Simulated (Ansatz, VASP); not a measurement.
# Two plane-wave programs on Fe

The input INCAR:

```
PREC = Accurate ; ENCUT = 520
EDIFF = 1E-6 ; ISMEAR = -1
SIGMA = 0.1 ; LREAL = False
LASPH = True ; NELM = 100
ALGO = Normal ; ISIF = 2
LWAVE = False ; LCHARG = True
GGA = PE ; LELF = True
LVHAR = True ; NBANDS = 15
```

File KPOINTS:

```
regular mesh
0
Gamma
  24 24 13
```

Contents of POSCAR:

```
Fe
1.0
    2.5563172800      0.0000000000      0.0000000000
   -1.2781586400      2.2138357046      0.0000000000
    0.0000000000      0.0000000000      4.0424353989
Fe
2
Direct
    0.3333333333      0.6666666667      0.2500000000
    0.6666666667      0.3333333333      0.7500000000
```

Input for Ansatz:

```yaml
crystal:
  lattice:
    - [2.55631728, 0.0, 0.0]
    - [-1.27815864, 2.2138357046, 0.0]
    - [0.0, 0.0, 4.0424353989]
  atoms:
    - { symbol: Fe, position: [0.3333333333, 0.6666666667, 0.25] }
    - { symbol: Fe, position: [0.6666666667, 0.3333333333, 0.75] }
hamiltonian:
  xc: pbe
  pseudopotentials:
    kind: paw
    azcp:
      Fe: "pseudopotentials/Fe.paw.azcp"
basis:
  ecutwfc: 420
  fft_grid_basis: typed
kpoints:
  mp_grid: { grid: [24, 24, 13], shift: [0, 0, 0] }
magnetization:
  spin_polarized: false
scf:
  occupations: { method: fermi_dirac, width: 0.1 }
output:
  stress: true
```

Alike in both runs: task single point; functional PBE; k mesh 24 × 24 × 13; occupations fermi-dirac, width 0.1 eV; no spin polarisation.

|  | VASP | Ansatz |
| --- | --- | --- |
| version | VASP 6.6.1 | Ansatz 0.2.0 |
| potentials or method | VASP PAW PBE potentials, release 64 (Fe), cutoff 520 eV | plane waves (420 eV) with PAW, scalar-relativistic |
| valence electrons in the cell | 16 | 32 |

|  | VASP | Ansatz | Ansatz less VASP |
| --- | --- | --- | --- |
| pressure (GPa) | -25.2 | -25.1 | +0.09 |
| traceless stress, the component that is largest in VASP (GPa) | -0.66 | -0.57 | +0.096 |

With one functional, cell and mesh, what is left measures potentials, basis and numerics. VASP's potentials hold 16 valence electrons a cell and Ansatz's 32, so a difference there can come from the potentials and not from the codes.
